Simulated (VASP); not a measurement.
# IrSeS (P4/nmm) in VASP: single point with r2SCAN

Aim: the single point of IrSeS with r2SCAN.

Program: VASP 6.6.1. These are calculated values, not measurements. Logs are shortened: lines on timing, memory, paths and dates and some standing lists are left out, and cuts for length are marked.

### Step 1. The cell of the first run

It takes space group P4/nmm (No. 129, tetragonal). The conventional cell has a = 3.977 Å, b = 3.977 Å, c = 6.950 Å, α = 90.00°, β = 90.00°, γ = 90.00°. Ir (site symmetry 4mm) has 4 S at 2.39 Å and 5 Se at 3.06 to 3.11 Å within 3.2 Å. Se (site symmetry 4mm) has 6 Ir at 3.06 to 3.84 Å and 4 S at 3.21 Å and 8 Se at 3.39 to 3.98 Å within 4.0 Å. Within 3.3 Å of S (site symmetry -4m2) lie 4 Ir at 2.39 Å and 4 S at 2.81 Å and 4 Se at 3.21 Å.

### Step 2. Single point, r2SCAN

File POSCAR:

```
IrSeS
1.0
    3.9774827600      0.0000000000      0.0000000000
    0.0000000000      3.9774827600      0.0000000000
    0.0000000000      0.0000000000      6.9497039100
Ir Se S
2 2 2
Direct
    0.2500000000      0.2500000000      0.1895500000
    0.7500000000      0.7500000000      0.8104500000
    0.2500000000      0.2500000000      0.6367000000
    0.7500000000      0.7500000000      0.3633000000
    0.7500000000      0.2500000000      0.0000000000
    0.2500000000      0.7500000000      0.0000000000
```

File INCAR.step1:

```
PREC = Accurate ; ENCUT = 520
ISMEAR = -5 ; SIGMA = 0.0999
LREAL = F ; LASPH = T
NELM = 100 ; LMAXMIX = 4
NBANDS = 30 ; GGA = PE
ALGO = Normal ; EDIFF = 1E-4
LWAVE = T ; LCHARG = F
```

File INCAR.step2:

```
PREC = Accurate ; ENCUT = 520
EDIFF = 1E-7 ; ISMEAR = 1
SIGMA = 0.0999 ; LREAL = F
LASPH = T ; NELM = 100
ALGO = Normal ; ISIF = 2
LWAVE = F ; LCHARG = F
LMAXMIX = 4 ; METAGGA = R2SCAN
LMIXTAU = T ; LORBIT = 10
NBANDS = 30 ; ISTART = 1
```

File KPOINTS:

```
regular mesh
0
Gamma
  7 7 4
```

Potentials or basis: VASP PAW PBE potentials, release 64 (Ir, Se, S).

Run with:

```console
> cat potpaw_PBE.64/Ir/POTCAR potpaw_PBE.64/Se/POTCAR potpaw_PBE.64/S/POTCAR > POTCAR
> cp INCAR.step1 INCAR
> mpirun -np 1 vasp_std > vasp.out
> cp INCAR.step2 INCAR
> mpirun -np 1 vasp_std > vasp.out
```

OUTCAR:

```text
PREC = Accurate
   ENCUT = 520
   EDIFF = 1E-7
   ISMEAR = 1
   LREAL = F
   LASPH = T
   NELM = 100
   ISIF = 2
   METAGGA = R2SCAN
   LORBIT = 10
   ISTART = 1

 ion  position               nearest neighbor table
   1  0.250  0.250  0.190-   5 2.39   6 2.39   6 2.39   5 2.39   4 3.06   4 3.06   4 3.06   4 3.06

   2  0.750  0.750  0.810-   5 2.39   6 2.39   5 2.39   6 2.39   3 3.06   3 3.06   3 3.06   3 3.06

   3  0.250  0.250  0.637-   2 3.06   2 3.06   2 3.06   2 3.06
   4  0.750  0.750  0.363-   1 3.06   1 3.06   1 3.06   1 3.06
   5  0.750  0.250  0.000-   1 2.39   2 2.39   2 2.39   1 2.39
   6  0.250  0.750  0.000-   1 2.39   2 2.39   1 2.39   2 2.39

  LATTYP: Found a simple tetragonal cell.
 ALAT       =     3.9774827600
 C/A-ratio  =     1.7472618561

  Lattice vectors:

 A1 = (   3.9774827600,   0.0000000000,   0.0000000000)
 A2 = (   0.0000000000,   3.9774827600,   0.0000000000)
 A3 = (   0.0000000000,   0.0000000000,   6.9497039100)

Analysis of symmetry for initial positions (statically):
=====================================================================
 Subroutine PRICEL returns:
 Original cell was already a primitive cell.

 Routine SETGRP: Setting up the symmetry group for a
 simple tetragonal supercell.

 Subroutine GETGRP returns: Found 16 space group operations
 (whereof  4 operations were pure point group operations)
 out of a pool of 16 trial point group operations.

The static configuration has the point symmetry C_2h.
 The point group associated with its full space group is D_4h.

Analysis of symmetry for dynamics (positions and initial velocities):
=====================================================================
 Subroutine PRICEL returns:
 Original cell was already a primitive cell.

 Routine SETGRP: Setting up the symmetry group for a
 simple tetragonal supercell.

 Subroutine GETGRP returns: Found 16 space group operations
 (whereof  4 operations were pure point group operations)
 out of a pool of 16 trial point group operations.

The dynamic configuration has the point symmetry C_2h.
 The point group associated with its full space group is D_4h.

 Subroutine INISYM returns: Found 16 space group operations
 (whereof  4 operations are pure point group operations),
 and found     1 'primitive' translations

----------------------------------------------------------------------------------------

                                     Primitive cell

  volume of cell :     109.9469

  direct lattice vectors                    reciprocal lattice vectors
     3.977482760  0.000000000  0.000000000     0.251415295  0.000000000  0.000000000
     0.000000000  3.977482760  0.000000000     0.000000000  0.251415295  0.000000000
     0.000000000  0.000000000  6.949703910     0.000000000  0.000000000  0.143891022

  length of vectors
     3.977482760  3.977482760  6.949703910     0.251415295  0.251415295  0.143891022

  position of ions in fractional coordinates (direct lattice)
     0.250000000  0.250000000  0.189550000
     0.750000000  0.750000000  0.810450000
     0.250000000  0.250000000  0.636700000
     0.750000000  0.750000000  0.363300000
     0.750000000  0.250000000  0.000000000
     0.250000000  0.750000000  0.000000000

  ion indices of the primitive-cell ions
   primitive index   ion index
                 1           1
                 2           2
                 3           3
                 4           4
                 5           5
                 6           6

----------------------------------------------------------------------------------------

 KPOINTS: regular mesh

Automatic generation of k-mesh.
 Grid dimensions read from file:
 generate k-points for:    7    7    4

 Generating k-lattice:

  Cartesian coordinates                     Fractional coordinates (reciprocal lattice)
     0.035916471  0.000000000  0.000000000     0.142857143  0.000000000  0.000000000
     0.000000000  0.035916471  0.000000000     0.000000000  0.142857143  0.000000000
     0.000000000  0.000000000  0.035972756     0.000000000  0.000000000  0.250000000

  Length of vectors
     0.035916471  0.035916471  0.035972756

  Shift w.r.t. Gamma in fractional coordinates (k-lattice)
     0.000000000  0.000000000  0.000000000

 Subroutine IBZKPT returns following result:
 ===========================================

 Found     30 irreducible k-points:

 Following reciprocal coordinates:
            Coordinates               Weight
  0.000000  0.000000  0.000000      1.000000
  0.142857  0.000000  0.000000      4.000000
  0.285714  0.000000  0.000000      4.000000
  0.428571  0.000000  0.000000      4.000000
  0.142857  0.142857  0.000000      4.000000
  0.285714  0.142857  0.000000      8.000000
[... 16 lines left out ...]
  0.285714  0.000000  0.500000      4.000000
  0.428571  0.000000  0.500000      4.000000
 [... further k-points ...]
   k-points           NKPTS =     30   k-points in BZ     NKDIM =     30   number of bands    NBANDS=     30
   number of dos      NEDOS =    301   number of ions     NIONS =      6
   total plane-waves  NPLWV =  48600
   dimension x,y,z NGX =    30 NGY =   30 NGZ =   54
   dimension x,y,z NGXF=    60 NGYF=   60 NGZF=  108
   ions per type =               2   2   2
   NGX,Y,Z   is equivalent  to a cutoff of  12.54, 12.54, 12.92 a.u.
   NGXF,Y,Z  is equivalent  to a cutoff of  25.08, 25.08, 25.84 a.u.
 SYSTEM =  unknown system
   PREC   = accura    normal or accurate (medium, high low for compatibility)
   ISTART =      1    job   : 0-new  1-cont  2-samecut
   ICHARG =      0    charge: 1-file 2-atom 10-const
   ISPIN  =      1    spin polarized calculation?
   LNONCOLLINEAR =      F non collinear calculations
   LSORBIT =      F    spin-orbit coupling
   LASPH  =      T    aspherical Exc in radial PAW
   ENCUT  =  520.0 eV  38.22 Ry    6.18 a.u.   7.40  7.40 12.92*2*pi/ulx,y,z
   NELM   =    100;   NELMIN=  2; NELMDL=  0     # of ELM steps
   EDIFF  = 0.1E-06   stopping-criterion for ELM
   LREAL  =      F    real-space projection
   EDIFFG = 0.1E-05   stopping-criterion for IOM
   NSW    =      0    number of steps for IOM
   IBRION =     -1    ionic relax: 0-MD 1-quasi-New 2-CG
   NFREE  =      0    steps in history (QN), initial steepest desc. (CG)
   ISIF   =      2    stress and relaxation
   ISYM   =      2    0-nonsym 1-usesym 2-fastsym
   POTIM  = 0.5000    time-step for ionic-motion
   TEBEG  =    0.0;   TEEND  =   0.0 temperature during run
   PSTRESS=    0.0 pullay stress
   NELECT =      42.0000    total number of electrons
   NUPDOWN=      -1.0000    fix difference up-down
   EMIN   =  10.00;   EMAX   =-10.00  energy-range for DOS
   EFERMI =   0.00;   METHOD = LEGACY
   ISMEAR =     1;   SIGMA  =   0.10  broadening in eV -4-tet -1-fermi 0-gaus
   EFERMI_NEDOS =   21; number of points for ismear=-14 and -15
   IALGO  =     38    algorithm
   IMIX   =      4    mixing-type and parameters
     AMIX     =   0.40;   BMIX     =  1.00
     AMIX_MAG =   1.60;   BMIX_MAG =  1.00
  volume/ion in A,a.u.               =      18.32       123.66
  Fermi-wavevector in a.u.,A,eV,Ry     =   1.187856  2.244721 19.197831  1.411001
  Thomas-Fermi vector in A             =   2.323998
   LORBIT       =     10    0 simple, 1 ext, 2 COOP (PROOUT), +10 PAW based schemes
   METAGGA = R2SCAN    functional components
   LHFCALC =     F    Hartree Fock is set to
   AEXX    =    0.0000 exact exchange contribution
   IVDW    =     0    specifies the selected vdW correction
   LEPSILON=     F    determine dielectric tensor
   LRPA    =     F    only Hartree local field effects (RPA)
 non-spin polarized calculation
 Methfessel and Paxton  Order N= 1 SIGMA  =   0.10
  energy-cutoff  :      520.00
  volume of cell :      109.95
 maximum number of plane-waves:      3010
 NGX is ok and might be reduce to    30

 number of electron      42.0000006 magnetization

 Free energy of the ion-electron system (eV)
  ---------------------------------------------------
  ext. energy  EPLUGINS =         0.00000000
  ---------------------------------------------------
  free energy    TOTEN  =      -146.17370291 eV

  energy without entropy =     -146.17320481  energy(sigma->0) =     -146.17353687

 E-fermi :   6.4451     XC(G=0): -11.8251

 val. band max:        6.4320570685   @ k =   0.2857   0.1429   0.0000
 cond. band min:       6.4847082620   @ k =   0.2857   0.0000   0.5000
 fundamental gap:      0.0526511935
 Fermi energy:         6.4451013391

 k-point     1 :       0.0000    0.0000    0.0000
  band No.  band energies     occupation
      1     -11.0689      2.00000
      2      -7.3309      2.00000
      3      -7.3118      2.00000
      4      -6.5832      2.00000
      5      -1.6412      2.00000
      6      -1.6412      2.00000
[... 22 lines left out ...]
     29      12.8657      0.00000
     30      13.1417      0.00000

 k-point     2 :       0.1429    0.0000    0.0000
  band No.  band energies     occupation
      1     -10.9171      2.00000
      2      -7.5498      2.00000
      3      -7.2577      2.00000
      4      -6.5497      2.00000
      5      -1.5286      2.00000
      6      -1.4437      2.00000
[... 22 lines left out ...]
     29      13.0305      0.00000
     30      13.1343      0.00000

 k-point     3 :       0.2857    0.0000    0.0000
  band No.  band energies     occupation
      1     -10.4786      2.00000
      2      -8.1750      2.00000
      3      -7.0579      2.00000
      4      -6.5095      2.00000
      5      -1.1973      2.00000
      6      -1.0219      2.00000
[... 682 lines left out ...]
     29      12.9620      0.00000
     30      13.6984      0.00000

 k-point    24 :       0.4286    0.0000    0.5000
  band No.  band energies     occupation
      1      -9.7810      2.00000
      2      -8.9781      2.00000
      3      -6.9538      2.00000
      4      -6.5195      2.00000
      5      -0.6824      2.00000
      6      -0.6086      2.00000
[... 22 lines left out ...]
     29      13.1620      0.00000
     30      14.3054      0.00000

 [... further k-points ...]
[... 5 lines left out ...]
  --------------------------------------------------------------------------------------
  -------------------------------------------------------------------------------------
  Total       -0.4453609     -0.4453609     -2.8103769     -0.0000000      0.0000000     -0.0000000
  in kB       -6.4899260     -6.4899260    -40.9536149     -0.0000000      0.0000000     -0.0000000
  external PRESSURE =     -17.9778223 kB  Pullay stress =       0.0000000 kB

 VOLUME and BASIS-vectors are now :
 -----------------------------------------------------------------------------
  energy-cutoff  :      520.00
  volume of cell :      109.95
      direct lattice vectors                 reciprocal lattice vectors
     3.977482760  0.000000000  0.000000000     0.251415295  0.000000000  0.000000000
     0.000000000  3.977482760  0.000000000     0.000000000  0.251415295  0.000000000
     0.000000000  0.000000000  6.949703910     0.000000000  0.000000000  0.143891022

 POSITION                                       TOTAL-FORCE (eV/Angst)
 -----------------------------------------------------------------------------------
      0.99437      0.99437      1.31732         0.000000     -0.000000      1.008597
      2.98311      2.98311      5.63239        -0.000000      0.000000     -1.008597
      0.99437      0.99437      4.42488        -0.000000      0.000000     -0.355637
      2.98311      2.98311      2.52483         0.000000      0.000000      0.355637
      2.98311      0.99437      0.00000        -0.000000      0.000000     -0.000000
      0.99437      2.98311      0.00000        -0.000000      0.000000      0.000000
 -----------------------------------------------------------------------------------
    total drift:                                0.000000      0.000000     -0.000000

  FREE ENERGIE OF THE ION-ELECTRON SYSTEM (eV)
  ---------------------------------------------------
  free  energy   TOTEN  =      -146.1737029052 eV

  energy  without entropy=     -146.1732048086  energy(sigma->0) =     -146.17353687

 total charge

# of ion       s       p       d       tot
------------------------------------------
    1        0.555   0.514   7.081   8.149
    2        0.555   0.514   7.081   8.149
    3        1.519   2.141   0.031   3.691
    4        1.519   2.141   0.031   3.691
    5        1.417   2.151   0.000   3.568
    6        1.417   2.151   0.000   3.568
--------------------------------------------------
tot          6.983   9.610  14.225  30.818
```

It took 5.1 min on 1 thread of Intel Xeon Platinum 8488C (Sapphire Rapids), shared host; peak memory 0.28 GiB.

What came out:

* Free energy: -146.1737 eV
* Pressure: -1.8 GPa
* Largest force: 1.009 eV/Å
* Band gap on the k mesh: zero (bands 21 and 22 overlap by 0.43 eV)
* Valence electrons inside the program's atomic spheres: Ir 8.15; Se 3.69; S 3.57

Forces in eV/Å, atoms in the order of the input:
```
Ir   0.000  0.000  1.009
Ir   0.000  0.000 -1.009
Se   0.000  0.000 -0.356
Se   0.000  0.000  0.356
S    0.000  0.000  0.000
S    0.000  0.000  0.000
```

Caveat: the PAW data sets were made with another functional, which shifts forces and pressure a little; spin-orbit coupling is left out, which moves the levels of the heavy elements.
